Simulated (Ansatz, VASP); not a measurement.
NiO2 in VASP and in Ansatz

INCAR

```
SYSTEM = NiO2
PREC = Accurate ; ENCUT = 520
EDIFF = 1E-7 ; ISMEAR = 0
SIGMA = 0.05 ; LREAL = .False.
LASPH = .True. ; NELM = 80
ALGO = Normal ; ISIF = 2
LWAVE = .False. ; LCHARG = .False.
GGA = PS ; NBANDS = 18
```

The input KPOINTS:

```
regular mesh
0
Gamma
  12 12 6
  0 0 0
```

The input POSCAR:

```
NiO2
1.0
    2.8221285779      0.0000000000      0.0000000000
   -1.4110642890      2.4440350412      0.0000000000
    0.0000000000      0.0000000000      4.8391038725
Ni O
1 2
Direct
    0.0000000000      0.0000000000      0.5000000000
    0.6666666667      0.3333333333      0.6876599244
    0.3333333333      0.6666666667      0.3123400756
```

Input for Ansatz:

```yaml
crystal:
  lattice:
    - [2.8221285779, 0.0, 0.0]
    - [-1.411064289, 2.4440350412, 0.0]
    - [0.0, 0.0, 4.8391038725]
  atoms:
    - { symbol: Ni, position: [0.0, 0.0, 0.5] }
    - { symbol: O, position: [0.6666666667, 0.3333333333, 0.6876599244] }
    - { symbol: O, position: [0.3333333333, 0.6666666667, 0.3123400756] }
basis:
  ecutwfc: 520.0
kpoints:
  mp_grid: { grid: [12, 12, 6] }
hamiltonian:
  xc: pbesol
scf:
  occupations: { method: gaussian, width: 0.05 }
output:
  forces: true
  stress: true
  eigenvalues: true
```

Alike in both runs: task single point; functional PBEsol; k mesh 12 × 12 × 6; occupations gaussian, width 0.05 eV; no spin polarisation.

```csv
,VASP,Ansatz
version,VASP 6.6.1,Ansatz 0.2.0
potentials or method,"VASP PAW PBE potentials, release 64 (Ni, O), cutoff 520 eV","scalar-relativistic, plane waves, PAW"
valence electrons in the cell,22,30
```

```csv
,VASP,Ansatz,Ansatz less VASP
gap on the k mesh at the Fermi level (eV),0.97,0.99,+0.022
least direct gap on the mesh (eV),1.24,1.26,+0.022
pressure (GPa),-1.7,-2.4,-0.65
"traceless stress, the component that is largest in VASP (GPa)",3.19,3.60,+0.405
rms of the force components (eV/Å),0.093,0.066,-0.0269
```

VASP's potentials were made for PBE, not for PBEsol. Atom by atom the forces differ by 0.027 eV/Å (rms over components). VASP's potentials hold 22 valence electrons a cell and Ansatz's 30, so a difference there can come from the potentials and not from the codes.
